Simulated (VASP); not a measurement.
# Ca3F in VASP: further runs

The runs below take Ca3F through single point, relaxation of cell and atoms, with PBE.

Program: VASP 6.6.1. These are calculated values, not measurements. Logs are shortened: lines on timing, memory, paths and dates and some standing lists are left out, and cuts for length are marked.

## Step 1: The cell of the first run

The structure is tetragonal, space group P4/mmm (No. 123). The conventional cell has a = 4.514 Å, b = 4.514 Å, c = 4.468 Å, α = 90.00°, β = 90.00°, γ = 90.00°. Ca (site symmetry mmm) has 8 Ca at 3.18 to 3.19 Å and 4 F at 3.18 Å within 4.2 Å. Within 4.2 Å of Ca (site symmetry 4/mmm) lie 8 Ca at 3.18 Å and 4 F at 3.19 Å. Within 4.2 Å of F (site symmetry 4/mmm) lie 12 Ca at 3.18 to 3.19 Å.

## Step 2: Single point, PBE

Contents of INCAR:

```
ALGO = Normal ; EDIFF = 1E-7
ENCUT = 520 ; GGA = PE
ISIF = 2 ; ISMEAR = 0
LASPH = T ; LCHARG = F
LREAL = F ; LWAVE = F
NBANDS = 26 ; NELM = 60
PREC = Accurate ; SIGMA = 0.1
```

Contents of KPOINTS:

```
k-points
0
Gamma
  4 4 4
```

Contents of POSCAR:

```
Ca3F
1.0
    4.5144928071      0.0000000000      0.0000000000
    0.0000000000      4.5144928071      0.0000000000
    0.0000000000      0.0000000000      4.4680901221
Ca F
3 1
Direct
    0.0000000000      0.5000000000      0.5000000000
    0.5000000000      0.0000000000      0.5000000000
    0.5000000000      0.5000000000      0.0000000000
    0.0000000000      0.0000000000      0.0000000000
```

Potentials or basis: VASP PAW PBE potentials, release 64 (Ca_sv, F).

On the command line:

```console
$ cat potpaw_PBE.64/Ca_sv/POTCAR potpaw_PBE.64/F/POTCAR > POTCAR
$ mpirun -np 1 vasp_std > vasp.out
```

OUTCAR:

```text
EDIFF = 1E-7
   ENCUT = 520
   GGA = PE
   ISIF = 2
   ISMEAR = 0
   LASPH = T
   LREAL = F
   NELM = 60
   PREC = Accurate

 ion  position               nearest neighbor table
   1  0.000  0.500  0.500-
   2  0.500  0.000  0.500-
   3  0.500  0.500  0.000-
   4  0.000  0.000  0.000-

  LATTYP: Found a simple tetragonal cell.
 ALAT       =     4.5144928071
 C/A-ratio  =     0.9897213957

  Lattice vectors:

 A1 = (   4.5144928071,   0.0000000000,   0.0000000000)
 A2 = (   0.0000000000,   4.5144928071,   0.0000000000)
 A3 = (   0.0000000000,   0.0000000000,   4.4680901221)

Analysis of symmetry for initial positions (statically):
=====================================================================
 Subroutine PRICEL returns:
 Original cell was already a primitive cell.

 Routine SETGRP: Setting up the symmetry group for a
 simple tetragonal supercell.

 Subroutine GETGRP returns: Found 16 space group operations
 (whereof 16 operations were pure point group operations)
 out of a pool of 16 trial point group operations.

The static configuration has the point symmetry D_4h.

Analysis of symmetry for dynamics (positions and initial velocities):
=====================================================================
 Subroutine PRICEL returns:
 Original cell was already a primitive cell.

 Routine SETGRP: Setting up the symmetry group for a
 simple tetragonal supercell.

 Subroutine GETGRP returns: Found 16 space group operations
 (whereof 16 operations were pure point group operations)
 out of a pool of 16 trial point group operations.

The dynamic configuration has the point symmetry D_4h.

 Subroutine INISYM returns: Found 16 space group operations
 (whereof 16 operations are pure point group operations),
 and found     1 'primitive' translations

----------------------------------------------------------------------------------------

                                     Primitive cell

  volume of cell :      91.0626

  direct lattice vectors                    reciprocal lattice vectors
     4.514492807  0.000000000  0.000000000     0.221508826  0.000000000  0.000000000
     0.000000000  4.514492807  0.000000000     0.000000000  0.221508826  0.000000000
     0.000000000  0.000000000  4.468090122     0.000000000  0.000000000  0.223809273

  length of vectors
     4.514492807  4.514492807  4.468090122     0.221508826  0.221508826  0.223809273

  position of ions in fractional coordinates (direct lattice)
     0.000000000  0.500000000  0.500000000
     0.500000000  0.000000000  0.500000000
     0.500000000  0.500000000  0.000000000
     0.000000000  0.000000000  0.000000000

  ion indices of the primitive-cell ions
   primitive index   ion index
                 1           1
                 2           2
                 3           3
                 4           4

----------------------------------------------------------------------------------------

 KPOINTS: k-points

Automatic generation of k-mesh.
 Grid dimensions read from file:
 generate k-points for:    4    4    4

 Generating k-lattice:

  Cartesian coordinates                     Fractional coordinates (reciprocal lattice)
     0.055377206  0.000000000  0.000000000     0.250000000  0.000000000  0.000000000
     0.000000000  0.055377206  0.000000000     0.000000000  0.250000000  0.000000000
     0.000000000  0.000000000  0.055952318     0.000000000  0.000000000  0.250000000

  Length of vectors
     0.055377206  0.055377206  0.055952318

  Shift w.r.t. Gamma in fractional coordinates (k-lattice)
     0.000000000  0.000000000  0.000000000

 Subroutine IBZKPT returns following result:
 ===========================================

 Found     18 irreducible k-points:

 Following reciprocal coordinates:
            Coordinates               Weight
  0.000000  0.000000  0.000000      1.000000
  0.250000  0.000000  0.000000      4.000000
  0.500000  0.000000  0.000000      2.000000
  0.250000  0.250000  0.000000      4.000000
  0.500000  0.250000  0.000000      4.000000
  0.500000  0.500000  0.000000      1.000000
[... 10 lines left out ...]
  0.500000  0.250000  0.500000      4.000000
  0.500000  0.500000  0.500000      1.000000
   k-points           NKPTS =     18   k-points in BZ     NKDIM =     18   number of bands    NBANDS=     26
   number of dos      NEDOS =    301   number of ions     NIONS =      4
   total plane-waves  NPLWV =  46656
   dimension x,y,z NGX =    36 NGY =   36 NGZ =   36
   dimension x,y,z NGXF=    72 NGYF=   72 NGZF=   72
   ions per type =               3   1
   NGX,Y,Z   is equivalent  to a cutoff of  13.26, 13.26, 13.39 a.u.
   NGXF,Y,Z  is equivalent  to a cutoff of  26.51, 26.51, 26.79 a.u.
 SYSTEM =  unknown system
   PREC   = accura    normal or accurate (medium, high low for compatibility)
   ISTART =      0    job   : 0-new  1-cont  2-samecut
   ICHARG =      2    charge: 1-file 2-atom 10-const
   ISPIN  =      1    spin polarized calculation?
   LNONCOLLINEAR =      F non collinear calculations
   LSORBIT =      F    spin-orbit coupling
   LASPH  =      T    aspherical Exc in radial PAW
   ENCUT  =  520.0 eV  38.22 Ry    6.18 a.u.   8.39  8.39  8.31*2*pi/ulx,y,z
   NELM   =     60;   NELMIN=  2; NELMDL= -5     # of ELM steps
   EDIFF  = 0.1E-06   stopping-criterion for ELM
   LREAL  =      F    real-space projection
   EDIFFG = 0.1E-05   stopping-criterion for IOM
   NSW    =      0    number of steps for IOM
   IBRION =     -1    ionic relax: 0-MD 1-quasi-New 2-CG
   NFREE  =      0    steps in history (QN), initial steepest desc. (CG)
   ISIF   =      2    stress and relaxation
   ISYM   =      2    0-nonsym 1-usesym 2-fastsym
   POTIM  = 0.5000    time-step for ionic-motion
   TEBEG  =    0.0;   TEEND  =   0.0 temperature during run
   PSTRESS=    0.0 pullay stress
   NELECT =      37.0000    total number of electrons
   NUPDOWN=      -1.0000    fix difference up-down
   EMIN   =  10.00;   EMAX   =-10.00  energy-range for DOS
   EFERMI =   0.00;   METHOD = LEGACY
   ISMEAR =     0;   SIGMA  =   0.10  broadening in eV -4-tet -1-fermi 0-gaus
   EFERMI_NEDOS =   21; number of points for ismear=-14 and -15
   IALGO  =     38    algorithm
   IMIX   =      4    mixing-type and parameters
     AMIX     =   0.40;   BMIX     =  1.00
     AMIX_MAG =   1.60;   BMIX_MAG =  1.00
  volume/ion in A,a.u.               =      22.77       153.63
  Fermi-wavevector in a.u.,A,eV,Ry     =   1.212538  2.291365 20.003953  1.470249
  Thomas-Fermi vector in A             =   2.348019
   LORBIT       =      0    0 simple, 1 ext, 2 COOP (PROOUT), +10 PAW based schemes
   GGA     = PE    functional components
   LHFCALC =     F    Hartree Fock is set to
   AEXX    =    0.0000 exact exchange contribution
   IVDW    =     0    specifies the selected vdW correction
   LEPSILON=     F    determine dielectric tensor
   LRPA    =     F    only Hartree local field effects (RPA)
 non-spin polarized calculation
 Gauss-broadening in eV      SIGMA  =   0.10
  energy-cutoff  :      520.00
  volume of cell :       91.06
 maximum number of plane-waves:      2485
 NGX is ok and might be reduce to    36
   NGX = 17   NGY = 17   NGZ = 17

 number of electron      37.0000001 magnetization

 Free energy of the ion-electron system (eV)
  ---------------------------------------------------
  ext. energy  EPLUGINS =         0.00000000
  ---------------------------------------------------
  free energy    TOTEN  =        -8.05735298 eV

  energy without entropy =       -8.02921353  energy(sigma->0) =       -8.04328326

 E-fermi :   4.3771     XC(G=0):  -9.2414

 val. band max:        4.3503049128   @ k =   0.2500   0.2500   0.0000
 cond. band min:       4.3792462742   @ k =   0.2500   0.0000   0.2500
 fundamental gap:      0.0289413614
 Fermi energy:         4.3770522050

 k-point     1 :       0.0000    0.0000    0.0000
  band No.  band energies     occupation
      1     -37.5941      2.00000
      2     -37.4288      2.00000
      3     -37.3946      2.00000
      4     -19.4131      2.00000
      5     -18.9029      2.00000
      6     -18.9029      2.00000
[... 18 lines left out ...]
     25       7.8877      0.00000
     26       7.9336      0.00000

 k-point     2 :       0.2500    0.0000    0.0000
  band No.  band energies     occupation
      1     -37.5708      2.00000
      2     -37.4479      2.00000
      3     -37.3985      2.00000
      4     -19.4415      2.00000
      5     -18.8490      2.00000
      6     -18.8393      2.00000
[... 18 lines left out ...]
     25       7.2327      0.00000
     26       7.3043      0.00000

 k-point     3 :       0.5000    0.0000    0.0000
  band No.  band energies     occupation
      1     -37.5300      2.00000
      2     -37.4865      2.00000
      3     -37.4003      2.00000
      4     -19.4646      2.00000
      5     -18.7697      2.00000
      6     -18.7647      2.00000
[... 18 lines left out ...]
     25       5.9641      0.00000
     26       7.0456      0.00000

 k-point     4 :       0.2500    0.2500    0.0000
  band No.  band energies     occupation
      1     -37.5504      2.00000
      2     -37.4574      2.00000
      3     -37.4089      2.00000
      4     -19.4588      2.00000
      5     -18.8499      2.00000
      6     -18.7843      2.00000
[... 18 lines left out ...]
     25       6.6831      0.00000
     26       7.1042      0.00000
[... 322 lines left out ...]
      1     -37.5146      2.00000
      2     -37.4565      2.00000
      3     -37.4435      2.00000
      4     -19.4576      2.00000
      5     -18.9394      2.00000
      6     -18.7687      2.00000
[... 18 lines left out ...]
     25       6.3564      0.00000
     26       6.4260      0.00000

 k-point    17 :       0.5000    0.2500    0.5000
  band No.  band energies     occupation
      1     -37.4853      2.00000
      2     -37.4851      2.00000
      3     -37.4431      2.00000
      4     -19.4441      2.00000
      5     -19.0009      2.00000
      6     -18.8288      2.00000
[... 18 lines left out ...]
     25       6.6116      0.00000
     26       6.7016      0.00000

 k-point    18 :       0.5000    0.5000    0.5000
  band No.  band energies     occupation
      1     -37.4847      2.00000
      2     -37.4847      2.00000
      3     -37.4427      2.00000
      4     -19.4049      2.00000
      5     -19.1097      2.00000
      6     -18.8825      2.00000
[... 18 lines left out ...]
     25       7.0460      0.00000
     26       7.0499      0.00000

------------------------ aborting loop because EDIFF is reached ----------------------------------------

  FORCE on cell =-STRESS in cart. coord.  units (eV):
  Direction    XX          YY          ZZ          XY          YZ          ZX
  --------------------------------------------------------------------------------------
  -------------------------------------------------------------------------------------
  Total        7.3273928      7.3273928      7.0454639      0.0000000      0.0000000      0.0000000
  in kB      128.9199715    128.9199715    123.9596445      0.0000000      0.0000000      0.0000000
  external PRESSURE =     127.2665292 kB  Pullay stress =       0.0000000 kB

 VOLUME and BASIS-vectors are now :
 -----------------------------------------------------------------------------
  energy-cutoff  :      520.00
  volume of cell :       91.06
      direct lattice vectors                 reciprocal lattice vectors
     4.514492807  0.000000000  0.000000000     0.221508826  0.000000000  0.000000000
     0.000000000  4.514492807  0.000000000     0.000000000  0.221508826  0.000000000
     0.000000000  0.000000000  4.468090122     0.000000000  0.000000000  0.223809273

 POSITION                                       TOTAL-FORCE (eV/Angst)
 -----------------------------------------------------------------------------------
      0.00000      2.25725      2.23405         0.000000      0.000000      0.000000
      2.25725      0.00000      2.23405         0.000000      0.000000      0.000000
      2.25725      2.25725      0.00000         0.000000      0.000000      0.000000
      0.00000      0.00000      0.00000         0.000000      0.000000      0.000000
 -----------------------------------------------------------------------------------
    total drift:                                0.000000      0.000000      0.000000

  FREE ENERGIE OF THE ION-ELECTRON SYSTEM (eV)
  ---------------------------------------------------
  free  energy   TOTEN  =        -8.0573529835 eV

  energy  without entropy=       -8.0292135292  energy(sigma->0) =       -8.04328326
```

It took 19 s on 1 thread of Intel Xeon 6975P-C (Granite Rapids), shared host; peak memory 0.21 GiB.

Results:

| Item | Value |
| --- | --- |
| Free energy | -8.0574 eV |
| Pressure | 12.7 GPa |
| Band gap on the k mesh | zero (an odd number of electrons rules out a gap without spin polarisation) |

Caveat: the cell stands under pressure; an odd number of electrons without spin polarisation forces a metal; a magnetic or distorted state may lie lower.

[end of part 1 of 2]
